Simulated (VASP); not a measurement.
# Ti in VASP: a series of runs, part 3 of 3

VASP 6.6.1.

### 6 Electric field gradients, PBEsol (equal xx and yy strain of -1 %)

The input, INCAR:

```
ALGO = Normal
EDIFF = 1E-8
ENCUT = 520
GGA = PS
ISIF = 2
ISMEAR = -1
LASPH = True
LCHARG = False
LEFG = True
LREAL = False
LWAVE = False
NBANDS = 12
NELM = 100
PREC = Accurate
SIGMA = 0.05
```

The input, KPOINTS:

```
k-points
0
Gamma
  14 14 14
```

The input, POSCAR:

```
Ti
1.0
   -1.6245900000      1.6245900000      1.6410000000
    1.6245900000     -1.6245900000      1.6410000000
    1.6245900000      1.6245900000     -1.6410000000
Ti
1
Direct
    0.0000000000      0.0000000000      0.0000000000
```

Potentials or basis: VASP PAW PBE potentials, release 64 (Ti_sv).

On the command line:

```console
$ cat potpaw_PBE.64/Ti_sv/POTCAR > POTCAR
$ mpirun -np 1 vasp_std > vasp.out
```

OUTCAR:

```text
EDIFF = 1E-8
   ENCUT = 520
   GGA = PS
   ISIF = 2
   ISMEAR = -1
   LASPH = True
   LREAL = False
   NELM = 100
   PREC = Accurate

 ion  position               nearest neighbor table
   1  0.000  0.000  0.000-

  LATTYP: Found a body centered tetragonal cell.
 ALAT       =     3.2491800000
 C/A-ratio  =     1.0101010101

  Lattice vectors:

 A1 = (  -1.6245900000,   1.6245900000,   1.6410000000)
 A2 = (   1.6245900000,  -1.6245900000,   1.6410000000)
 A3 = (   1.6245900000,   1.6245900000,  -1.6410000000)

Analysis of symmetry for initial positions (statically):
=====================================================================
 Subroutine PRICEL returns:
 Original cell was already a primitive cell.

 Routine SETGRP: Setting up the symmetry group for a
 body centered tetragonal supercell.

 Subroutine GETGRP returns: Found 16 space group operations
 (whereof 16 operations were pure point group operations)
 out of a pool of 16 trial point group operations.

The static configuration has the point symmetry D_4h.

Analysis of symmetry for dynamics (positions and initial velocities):
=====================================================================
 Subroutine PRICEL returns:
 Original cell was already a primitive cell.

 Routine SETGRP: Setting up the symmetry group for a
 body centered tetragonal supercell.

 Subroutine GETGRP returns: Found 16 space group operations
 (whereof 16 operations were pure point group operations)
 out of a pool of 16 trial point group operations.

The dynamic configuration has the point symmetry D_4h.
[... 153 lines left out ...]
  band No.  band energies     occupation
      1     -48.3114      2.00000
      2     -24.2590      2.00000
      3     -24.2590      2.00000
      4     -24.2581      2.00000
      5       2.0248      2.00000
      6       8.9444      0.00000
      7       8.9444      0.00000
      8       9.0154      0.00000
      9      10.7028      0.00000
     10      10.7861      0.00000
     11      25.3036      0.00000
     12      25.4817      0.00000
[... 331 lines left out ...]
 k-point    24 :       0.2857    0.1429   -0.0000
  band No.  band energies     occupation
      1     -48.1935      2.00000
      2     -24.8092      2.00000
      3     -24.4641      2.00000
      4     -24.3011      2.00000
      5       5.5033      2.00000
      6       7.7398      1.98140
      7       8.0519      0.34334
      8      10.4838      0.00000
      9      11.0743      0.00000
     10      12.0631      0.00000
     11      19.0028      0.00000
     12      21.2822      0.00000

 [... further k-points ...]
[... 5 lines left out ...]
  --------------------------------------------------------------------------------------
  -------------------------------------------------------------------------------------
  Total       -0.5488904     -0.5488904     -0.5209909      0.0000000      0.0000000     -0.0000000
  in kB      -50.7621603    -50.7621603    -48.1819714      0.0000000      0.0000000     -0.0000000
  external PRESSURE =     -49.9020973 kB  Pullay stress =       0.0000000 kB

 VOLUME and BASIS-vectors are now :
 -----------------------------------------------------------------------------
  energy-cutoff  :      520.00
  volume of cell :       17.32
      direct lattice vectors                 reciprocal lattice vectors
    -1.624590000  1.624590000  1.641000000     0.000000000  0.307769960  0.304692261
     1.624590000 -1.624590000  1.641000000     0.307769960  0.000000000  0.304692261
     1.624590000  1.624590000 -1.641000000     0.307769960  0.307769960  0.000000000

 POSITION                                       TOTAL-FORCE (eV/Angst)
 -----------------------------------------------------------------------------------
      0.00000      0.00000      0.00000         0.000000      0.000000      0.000000
 -----------------------------------------------------------------------------------
    total drift:                                0.000000      0.000000      0.000000

  FREE ENERGIE OF THE ION-ELECTRON SYSTEM (eV)
  ---------------------------------------------------
  free  energy   TOTEN  =        -8.2307965565 eV

  energy  without entropy=       -8.2105759629  energy(sigma->0) =       -8.22068626

 Electric field gradients (V/A^2)
---------------------------------------------------------------------
 ion       V_xx      V_yy      V_zz      V_xy      V_xz      V_yz
---------------------------------------------------------------------
   1       0.065     0.065    -0.131     0.000     0.000     0.000
---------------------------------------------------------------------

 Electric field gradients after diagonalization (V/A^2)
 (convention: |V_zz| > |V_xx| > |V_yy|)
----------------------------------------------------------------------
 ion       V_xx      V_yy      V_zz     asymmetry (V_yy - V_xx)/ V_zz
----------------------------------------------------------------------
   1       0.066     0.065    -0.131       0.004
----------------------------------------------------------------------

           NMR quadrupolar parameters

 Cq : quadrupolar parameter    Cq=e*Q*V_zz/h
 eta: asymmetry parameters     (V_yy - V_xx)/ V_zz
 Q  : nuclear electric quadrupole moment in mb (millibarn)
----------------------------------------------------------------------
 ion       Cq(MHz)       eta       Q (mb)
----------------------------------------------------------------------
   1      -0.000       0.004       1.000
----------------------------------------------------------------------
```

stdout:

```text
POSCAR found type information on POSCAR Ti
 POSCAR found :  1 types and       1 ions
 scaLAPACK will be used
 -----------------------------------------------------------------------------
|                                                                             |
|                                                                             |
|     You enforced a specific xc type in the INCAR file but a different       |
|     I HOPE YOU KNOW WHAT YOU ARE DOING!                                     |
|                                                                             |
 -----------------------------------------------------------------------------

 LDA part: xc-table for (Slater+PW92), standard interpolation
 POSCAR, INCAR and KPOINTS ok, starting setup
 FFT: planning ... GRIDC
 FFT: planning ... GRID_SOFT
 FFT: planning ... GRID
 WAVECAR not read
 entering main loop
ion   1
```

Run time: 28 s. Hardware: 1 thread of Intel Xeon 6975P-C, shared host; peak memory 0.18 GiB.

Results:

```yaml
Free_energy: -8.2308 eV
Pressure: -5.0 GPa
Band_gap_on_the_k_mesh: zero (band 6 reaches 8.94 eV, above the bottom of band 7 at 7.33 eV)
```

Levels at points of the mesh, in eV from the Fermi level:
| k point | band 4 | band 5 | band 6 | band 7 | band 8 | band 9 |
| --- | --- | --- | --- | --- | --- | --- |
| (0.00, 0.00, 0.00) | -32.23 | -5.95 | 0.97 | 0.97 | 1.04 | 2.73 |
| (0.50, 0.00, 0.00) | -32.23 | -2.46 | -0.37 | 1.15 | 2.73 | 3.10 |
| (0.50, 0.50, 0.00) | -32.24 | -2.46 | -0.45 | 1.21 | 2.81 | 3.14 |
| (0.50, 0.50, 0.50) | -32.70 | -2.12 | -2.09 | 3.94 | 3.96 | 3.96 |

Caveat: the cell differs from its parent crystal (equal xx and yy strain of -1 %); without QUAD_EFG the Cq values of the log hold for a quadrupole moment of 1 mb, not for the nuclei; the PAW data sets were made with another functional, which shifts forces and pressure a little.

### 7 Overview

| cell | gap on the mesh (eV) | pressure (GPa) |
| --- | --- | --- |
| a = 2.861 Å, angles 109.5°, 1 atom | none | -8.5 |
| a = 2.898 Å, angles 109.5°, 1 atom | none | -11.5 |
| a = 2.805 Å, angles 110.0, 110.0, 108.4°, 1 atom | none | -3.0 |
| a = 2.823 Å, angles 109.7, 109.7, 108.9°, 1 atom | none | -5.0 |

Alike in all rows: task electric field gradients; level PBEsol; potentials or basis VASP PAW PBE potentials, release 64 (Ti_sv); no spin polarisation; k mesh 14 × 14 × 14; cutoff (eV) 520; smearing fermi-dirac 0.05 eV.

Caveats: the PAW data sets were made with another functional, which shifts forces and pressure a little.

Total energies depend on the potentials used, so only differences within one code and one set of settings carry meaning.
